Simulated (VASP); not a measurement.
Here is a VASP 6.6.1 calculation.

The input INCAR:

```
ALGO     = Normal         # electronic algorithm
EDIFF    = 1E-7           # SCF threshold, eV
EDIFFG   = -0.01          # ionic threshold
ENCUT    = 600            # plane-wave cutoff, eV
GGA      = PE             # functional
IBRION   = 2              # ionic algorithm
ISIF     = 3              # what is computed and relaxed
ISMEAR   = 0              # smearing method
LASPH    = T              # aspherical terms in the spheres
LCHARG   = F              # write CHGCAR
LREAL    = F              # projectors in reciprocal space
LWAVE    = F              # write WAVECAR
NELM     = 100            # most SCF steps
NSW      = 100            # ionic steps
PREC     = Accurate       # precision mode
SIGMA    = 0.1            # smearing width, eV
```

File KPOINTS:

```
k-points
0
Gamma
  8 8 8
```

File POSCAR:

```
RuC2
1.0
    0.0000000000      4.2767584618      4.2767584618
    4.2767584618      0.0000000000      4.2767584618
    4.2767584618      4.2767584618      0.0000000000
Ru C
2 4
Direct
    0.5000000000      0.5000000000      0.5000000000
    0.7500000000      0.7500000000      0.7500000000
    0.6250000000      0.6250000000      0.6250000000
    0.6250000000      0.6250000000      0.1250000000
    0.6250000000      0.1250000000      0.6250000000
    0.1250000000      0.6250000000      0.6250000000
```

Potentials or basis: VASP PAW PBE potentials, release 64 (Ru_pv, C).

Run with:

```bash
$ cat potpaw_PBE.64/Ru_pv/POTCAR potpaw_PBE.64/C/POTCAR > POTCAR
$ mpirun -np 1 vasp_std > vasp.out
```

(1) Predict the relaxed volume.

(2) Estimate the space group after relaxing (to 0.05 Å).

Answers

(1) 26.02 Å³/atom.

(2) Fd-3m (No. 227).
